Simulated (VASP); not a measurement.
Input of a VASP 6.6.1 run:

File INCAR:

```
PREC = Accurate
ENCUT = 520
EDIFF = 1E-6
ISMEAR = -1
SIGMA = 0.05
LREAL = False
LASPH = True
NELM = 80
ALGO = Normal
ISIF = 2
LWAVE = False
LCHARG = True
GGA = PS
LELF = True
LVHAR = True
NBANDS = 10
```

File KPOINTS:

```
Automatic mesh
0
Gamma
  6 6 6
```

POSCAR

```
Cs
1.0
    0.0000000000      3.8949733102      3.8949733102
    3.8949733102      0.0000000000      3.8949733102
    3.8949733102      3.8949733102      0.0000000000
Cs
1
Direct
    0.0000000000      0.0000000000      0.0000000000
```

Potentials or basis: VASP PAW PBE potentials, release 64 (Cs_sv).

Run with:

```bash
$ cat potpaw_PBE.64/Cs_sv/POTCAR > POTCAR
$ mpirun -np 1 vasp_std > vasp.out
```

(1) Estimate the pressure.

Results:

(1) -0.1 GPa.

Caveat: the PAW data sets were made with another functional, which shifts forces and pressure a little.
